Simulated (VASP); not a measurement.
# Al2Ga (P4_2/nmc) in VASP: single point with PBE

Aim: the single point of Al2Ga with PBE.

Everything below comes from runs of VASP 6.6.1. Logs are shortened: lines on timing, memory, paths and dates and some standing lists are left out, and cuts for length are marked.

## Step 1: The cell of the first run

The typed cell holds 6 atoms: a = 4.416 Å, b = 4.416 Å, c = 5.949 Å, α = 90.00°, β = 90.00°, γ = 90.00°.

## Step 2: Single point, PBE

File INCAR:

```
SYSTEM = Al2Ga
PREC = Accurate ; ENCUT = 520
EDIFF = 1E-7 ; ISMEAR = 0
SIGMA = 0.1 ; LREAL = .False.
LASPH = .True. ; NELM = 80
ALGO = Fast ; ISIF = 2
LWAVE = .False. ; LCHARG = .False.
GGA = PE ; NBANDS = 28
```

File KPOINTS:

```
Automatic mesh
0
Gamma
  4 4 4
  0 0 0
```

File POSCAR:

```
Al2Ga
1.0
    4.4159440365      0.0000000000      0.0000000000
    0.0000000000      4.4159440365      0.0000000000
    0.0000000000      0.0000000000      5.9488807596
Al Ga
4 2
Direct
    0.0000000000      0.5000000000      0.2496843726
    0.0000000000      0.5000000000      0.7496843726
    0.5000000000      0.0000000000      0.2503156274
    0.5000000000      0.0000000000      0.7503156274
    0.0000000000      0.0000000000      0.0000000000
    0.5000000000      0.5000000000      0.5000000000
```

Potentials or basis: VASP PAW PBE potentials, release 64 (Al, Ga_d).

Launch:

```
$ cat potpaw_PBE.64/Al/POTCAR potpaw_PBE.64/Ga_d/POTCAR > POTCAR
$ mpirun -np 1 vasp_std > vasp.out
```

OUTCAR:

```text
SYSTEM = Al2Ga
   PREC = Accurate
   ENCUT = 520
   EDIFF = 1E-7
   ISMEAR = 0
   LREAL = .False.
   LASPH = .True.
   NELM = 80
   ISIF = 2
   GGA = PE

 ion  position               nearest neighbor table
   1  0.000  0.500  0.250-   5 2.66   5 2.66   6 2.66   6 2.66   2 2.97   2 2.97   3 3.12   3 3.12
                             3 3.12   3 3.12
   2  0.000  0.500  0.750-   6 2.66   6 2.66   5 2.66   5 2.66   1 2.97   1 2.97   4 3.12   4 3.12
                             4 3.12   4 3.12
   3  0.500  0.000  0.250-   6 2.66   6 2.66   5 2.66   5 2.66   4 2.97   4 2.97   1 3.12   1 3.12
                             1 3.12   1 3.12
   4  0.500  0.000  0.750-   5 2.66   5 2.66   6 2.66   6 2.66   3 2.97   3 2.97   2 3.12   2 3.12
                             2 3.12   2 3.12
   5  0.000  0.000  0.000-   1 2.66   4 2.66   1 2.66   4 2.66   3 2.66   2 2.66   3 2.66   2 2.66

   6  0.500  0.500  0.500-   2 2.66   3 2.66   3 2.66   2 2.66   1 2.66   4 2.66   1 2.66   4 2.66

  LATTYP: Found a simple tetragonal cell.
 ALAT       =     4.4159440365
 C/A-ratio  =     1.3471368094

  Lattice vectors:

 A1 = (   4.4159440365,   0.0000000000,   0.0000000000)
 A2 = (   0.0000000000,   4.4159440365,   0.0000000000)
 A3 = (   0.0000000000,   0.0000000000,   5.9488807596)

Analysis of symmetry for initial positions (statically):
=====================================================================
 Subroutine PRICEL returns:
 Original cell was already a primitive cell.

 Routine SETGRP: Setting up the symmetry group for a
 simple tetragonal supercell.

 Subroutine GETGRP returns: Found 16 space group operations
 (whereof  8 operations were pure point group operations)
 out of a pool of 16 trial point group operations.

The static configuration has the point symmetry D_2d.
 The point group associated with its full space group is D_4h.

Analysis of symmetry for dynamics (positions and initial velocities):
=====================================================================
 Subroutine PRICEL returns:
 Original cell was already a primitive cell.

 Routine SETGRP: Setting up the symmetry group for a
 simple tetragonal supercell.

 Subroutine GETGRP returns: Found 16 space group operations
 (whereof  8 operations were pure point group operations)
 out of a pool of 16 trial point group operations.

The dynamic configuration has the point symmetry D_2d.
 The point group associated with its full space group is D_4h.

 Subroutine INISYM returns: Found 16 space group operations
 (whereof  8 operations are pure point group operations),
 and found     1 'primitive' translations

----------------------------------------------------------------------------------------

                                     Primitive cell

  volume of cell :     116.0065

  direct lattice vectors                    reciprocal lattice vectors
     4.415944037  0.000000000  0.000000000     0.226452145  0.000000000  0.000000000
     0.000000000  4.415944037  0.000000000     0.000000000  0.226452145  0.000000000
     0.000000000  0.000000000  5.948880760     0.000000000  0.000000000  0.168098848

  length of vectors
     4.415944037  4.415944037  5.948880760     0.226452145  0.226452145  0.168098848

  position of ions in fractional coordinates (direct lattice)
     0.000000000  0.500000000  0.249684373
     0.000000000  0.500000000  0.749684373
     0.500000000  0.000000000  0.250315627
     0.500000000  0.000000000  0.750315627
     0.000000000  0.000000000  0.000000000
     0.500000000  0.500000000  0.500000000

  ion indices of the primitive-cell ions
   primitive index   ion index
                 1           1
                 2           2
                 3           3
                 4           4
                 5           5
                 6           6

----------------------------------------------------------------------------------------

 KPOINTS: Automatic mesh

Automatic generation of k-mesh.
 Grid dimensions read from file:
 generate k-points for:    4    4    4

 Generating k-lattice:

  Cartesian coordinates                     Fractional coordinates (reciprocal lattice)
     0.056613036  0.000000000  0.000000000     0.250000000  0.000000000  0.000000000
     0.000000000  0.056613036  0.000000000     0.000000000  0.250000000  0.000000000
     0.000000000  0.000000000  0.042024712     0.000000000  0.000000000  0.250000000

  Length of vectors
     0.056613036  0.056613036  0.042024712

  Shift w.r.t. Gamma in fractional coordinates (k-lattice)
     0.000000000  0.000000000  0.000000000

 Subroutine IBZKPT returns following result:
 ===========================================

 Found     18 irreducible k-points:

 Following reciprocal coordinates:
            Coordinates               Weight
  0.000000  0.000000  0.000000      1.000000
  0.250000  0.000000  0.000000      4.000000
  0.500000  0.000000  0.000000      2.000000
  0.250000  0.250000  0.000000      4.000000
  0.500000  0.250000  0.000000      4.000000
  0.500000  0.500000  0.000000      1.000000
[... 10 lines left out ...]
  0.500000  0.250000  0.500000      4.000000
  0.500000  0.500000  0.500000      1.000000
   k-points           NKPTS =     18   k-points in BZ     NKDIM =     18   number of bands    NBANDS=     28
   number of dos      NEDOS =    301   number of ions     NIONS =      6
   total plane-waves  NPLWV =  62208
   dimension x,y,z NGX =    36 NGY =   36 NGZ =   48
   dimension x,y,z NGXF=    72 NGYF=   72 NGZF=   96
   ions per type =               4   2
   NGX,Y,Z   is equivalent  to a cutoff of  13.55, 13.55, 13.41 a.u.
   NGXF,Y,Z  is equivalent  to a cutoff of  27.11, 27.11, 26.83 a.u.
 SYSTEM =  Al2Ga
   PREC   = accura    normal or accurate (medium, high low for compatibility)
   ISTART =      0    job   : 0-new  1-cont  2-samecut
   ICHARG =      2    charge: 1-file 2-atom 10-const
   ISPIN  =      1    spin polarized calculation?
   LNONCOLLINEAR =      F non collinear calculations
   LSORBIT =      F    spin-orbit coupling
   LASPH  =      T    aspherical Exc in radial PAW
   ENCUT  =  520.0 eV  38.22 Ry    6.18 a.u.   8.21  8.21 11.06*2*pi/ulx,y,z
   NELM   =     80;   NELMIN=  2; NELMDL= -5     # of ELM steps
   EDIFF  = 0.1E-06   stopping-criterion for ELM
   LREAL  =      F    real-space projection
   EDIFFG = 0.1E-05   stopping-criterion for IOM
   NSW    =      0    number of steps for IOM
   IBRION =     -1    ionic relax: 0-MD 1-quasi-New 2-CG
   NFREE  =      0    steps in history (QN), initial steepest desc. (CG)
   ISIF   =      2    stress and relaxation
   ISYM   =      2    0-nonsym 1-usesym 2-fastsym
   POTIM  = 0.5000    time-step for ionic-motion
   TEBEG  =    0.0;   TEEND  =   0.0 temperature during run
   PSTRESS=    0.0 pullay stress
   NELECT =      38.0000    total number of electrons
   NUPDOWN=      -1.0000    fix difference up-down
   EMIN   =  10.00;   EMAX   =-10.00  energy-range for DOS
   EFERMI =   0.00;   METHOD = LEGACY
   ISMEAR =     0;   SIGMA  =   0.10  broadening in eV -4-tet -1-fermi 0-gaus
   EFERMI_NEDOS =   21; number of points for ismear=-14 and -15
   IALGO  =     68    algorithm
   IMIX   =      4    mixing-type and parameters
     AMIX     =   0.40;   BMIX     =  1.00
     AMIX_MAG =   1.60;   BMIX_MAG =  1.00
  volume/ion in A,a.u.               =      19.33       130.48
  Fermi-wavevector in a.u.,A,eV,Ry     =   1.128518  2.132590 17.327745  1.273553
  Thomas-Fermi vector in A             =   2.265208
   LORBIT       =      0    0 simple, 1 ext, 2 COOP (PROOUT), +10 PAW based schemes
   GGA     = PE    functional components
   LHFCALC =     F    Hartree Fock is set to
   AEXX    =    0.0000 exact exchange contribution
   IVDW    =     0    specifies the selected vdW correction
   LEPSILON=     F    determine dielectric tensor
   LRPA    =     F    only Hartree local field effects (RPA)
 non-spin polarized calculation
 RMM-DIIS sequential band-by-band and
 Gauss-broadening in eV      SIGMA  =   0.10
  energy-cutoff  :      520.00
  volume of cell :      116.01
 maximum number of plane-waves:      3139
 NGX is ok and might be reduce to    36
   NGX = 17   NGY = 17   NGZ = 23

 number of electron      37.9999966 magnetization

 Free energy of the ion-electron system (eV)
  ---------------------------------------------------
  ext. energy  EPLUGINS =         0.00000000
  ---------------------------------------------------
  free energy    TOTEN  =       -20.22858690 eV

  energy without entropy =      -20.21828954  energy(sigma->0) =      -20.22343822

 E-fermi :   5.9742     XC(G=0):  -9.8867

 val. band max:        5.8800258418   @ k =   0.5000   0.0000   0.0000
 cond. band min:       6.0545620003   @ k =   0.5000   0.0000   0.2500
 fundamental gap:      0.1745361585
 Fermi energy:         5.9742425618

 k-point     1 :       0.0000    0.0000    0.0000
  band No.  band energies     occupation
      1      -8.9605      2.00000
      2      -8.9411      2.00000
      3      -8.9295      2.00000
      4      -8.9295      2.00000
      5      -8.9034      2.00000
      6      -8.9034      2.00000
[... 20 lines left out ...]
     27      11.0854      0.00000
     28      11.2944      0.00000

 k-point     2 :       0.2500    0.0000    0.0000
  band No.  band energies     occupation
      1      -8.9506      2.00000
      2      -8.9366      2.00000
      3      -8.9299      2.00000
      4      -8.9254      2.00000
      5      -8.9117      2.00000
      6      -8.9069      2.00000
[... 20 lines left out ...]
     27      10.7609      0.00000
     28      11.4240      0.00000

 k-point     3 :       0.5000    0.0000    0.0000
  band No.  band energies     occupation
      1      -8.9369      2.00000
      2      -8.9369      2.00000
      3      -8.9251      2.00000
      4      -8.9251      2.00000
      5      -8.9159      2.00000
      6      -8.9159      2.00000
[... 430 lines left out ...]
      3      -8.9219      2.00000
      4      -8.9219      2.00000
      5      -8.9210      2.00000
      6      -8.9210      2.00000
[... 20 lines left out ...]
     27      11.2772      0.00000
     28      11.2975      0.00000

 k-point    18 :       0.5000    0.5000    0.5000
  band No.  band energies     occupation
      1      -8.9248      2.00000
      2      -8.9248      2.00000
      3      -8.9248      2.00000
      4      -8.9248      2.00000
      5      -8.9195      2.00000
      6      -8.9195      2.00000
[... 20 lines left out ...]
     27      13.4452      0.00000
     28      13.4530      0.00000

------------------------ aborting loop because EDIFF is reached ----------------------------------------

  FORCE on cell =-STRESS in cart. coord.  units (eV):
  Direction    XX          YY          ZZ          XY          YZ          ZX
  --------------------------------------------------------------------------------------
  -------------------------------------------------------------------------------------
  Total        0.0092390      0.0092390     -0.0967369      0.0000000     -0.0000000      0.0000000
  in kB        0.1276011      0.1276011     -1.3360425      0.0000000     -0.0000000      0.0000000
  external PRESSURE =      -0.3602801 kB  Pullay stress =       0.0000000 kB

 VOLUME and BASIS-vectors are now :
 -----------------------------------------------------------------------------
  energy-cutoff  :      520.00
  volume of cell :      116.01
      direct lattice vectors                 reciprocal lattice vectors
     4.415944037  0.000000000  0.000000000     0.226452145  0.000000000  0.000000000
     0.000000000  4.415944037  0.000000000     0.000000000  0.226452145  0.000000000
     0.000000000  0.000000000  5.948880760     0.000000000  0.000000000  0.168098848

 POSITION                                       TOTAL-FORCE (eV/Angst)
 -----------------------------------------------------------------------------------
      0.00000      2.20797      1.48534        -0.000000      0.000000      0.005782
      0.00000      2.20797      4.45978         0.000000      0.000000      0.005782
      2.20797      0.00000      1.48910         0.000000     -0.000000     -0.005782
      2.20797      0.00000      4.46354         0.000000      0.000000     -0.005782
      0.00000      0.00000      0.00000         0.000000      0.000000      0.000000
      2.20797      2.20797      2.97444         0.000000     -0.000000      0.000000
 -----------------------------------------------------------------------------------
    total drift:                                0.000000      0.000000      0.000000

  FREE ENERGIE OF THE ION-ELECTRON SYSTEM (eV)
  ---------------------------------------------------
  free  energy   TOTEN  =       -20.2285869003 eV

  energy  without entropy=      -20.2182895416  energy(sigma->0) =      -20.22343822
```

It took 97 s on 1 thread of Oxide Virtual Turin-like, shared host; peak memory 0.21 GiB.

Results:

| Property | Result |
| --- | --- |
| Free energy | -20.2286 eV |
| Pressure | 0.0 GPa |
| Largest force | 0.006 eV/Å |
| Band gap on the k mesh | zero (band 19 reaches 8.31 eV, above the bottom of band 20 at 3.79 eV) |

Forces on the atoms (eV/Å):
```
Al   0.000  0.000  0.006
Al   0.000  0.000  0.006
Al   0.000  0.000 -0.006
Al   0.000  0.000 -0.006
Ga   0.000  0.000  0.000
Ga   0.000  0.000  0.000
```

Stress tensor (GPa, compression positive):
```
 0.01  0.00  0.00
 0.00  0.01  0.00
 0.00  0.00 -0.13
```

Levels at points of the mesh, in eV from the Fermi level:
| k point | band 17 | band 18 | band 19 | band 20 | band 21 | band 22 |
| --- | --- | --- | --- | --- | --- | --- |
| (0.00, 0.00, 0.00) | -0.58 | 0.38 | 0.38 | 0.50 | 0.71 | 0.94 |
| (0.50, 0.00, 0.00) | -1.57 | -1.57 | -0.09 | -0.09 | 2.61 | 2.61 |
| (0.50, 0.50, 0.00) | -2.79 | -2.79 | -2.18 | -2.18 | -0.26 | -0.26 |
| (0.00, 0.00, 0.50) | -2.19 | -2.19 | -1.83 | -1.83 | 1.05 | 1.05 |
| (0.50, 0.00, 0.50) | -0.93 | -0.93 | -0.31 | -0.31 | 1.04 | 1.04 |
| (0.50, 0.50, 0.50) | -3.85 | -3.85 | 2.34 | 2.34 | 2.34 | 2.34 |
